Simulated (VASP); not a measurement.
A run of VASP 6.6.1:

INCAR

```
SYSTEM = LiCl
ALGO = Normal ; EDIFF = 1E-6
ENCUT = 520 ; GGA = PE
ISIF = 2 ; ISMEAR = -1
LASPH = .True. ; LCHARG = .False.
LREAL = Auto ; LWAVE = .False.
NBANDS = 54 ; NELM = 100
PREC = Accurate ; SIGMA = 0.1551
```

KPOINTS

```
Automatic mesh
0
Gamma
  2 2 2
  0.5 0.5 0.5
```

The input POSCAR:

```
LiCl
1.0
   -4.0018602261      0.0000000000      6.4818428698
   -4.0018602261      0.0000000000     -6.4818428698
    4.0018602262     -6.9314252364      0.0000000000
Li Cl
8 8
Direct
    0.6463360178      0.7902293548      0.3638714859
    0.5843565531      0.6322517283      0.7518326783
    0.1071400798      0.1739422237      0.3178492049
    0.0378473448      0.1896535548      0.8262636910
    0.5605236750      0.2477231272      0.1464395799
    0.4686815928      0.0678087157      0.6285437484
   -0.0240070228      0.5835382508      0.1180575383
    0.1038980246      0.6382233808      0.6632066052
    0.3947793771      0.8815676353      0.3025553805
    0.4837422179      0.9809290619      0.8780823269
    0.9235640052      0.4270822076      0.3364621157
    0.9127555674      0.4291526688      0.8292421550
    0.8071951736      0.8354426957      0.1657419594
    0.8554332760      0.8207210800      0.6776789534
    0.3260789725      0.3448049741      0.1963223945
    0.2961638426      0.3181455541      0.6499233341
```

Potentials or basis: VASP PAW PBE potentials, release 64 (Li_sv, Cl).

The run is started by

```bash
$ cat potpaw_PBE.64/Li_sv/POTCAR potpaw_PBE.64/Cl/POTCAR > POTCAR
$ mpirun -np 1 vasp_std > vasp.out
```

Hardware: 1 thread of AMD EPYC 7R43 64-Core Processor (Zen 3), on a shared host.

How long does it take, and how much memory?

It took 2.3 min on 1 thread of AMD EPYC 7R43 64-Core Processor (Zen 3), on a shared host, peak memory 0.42 GiB. Counts: scf iterations 15, k points 4.
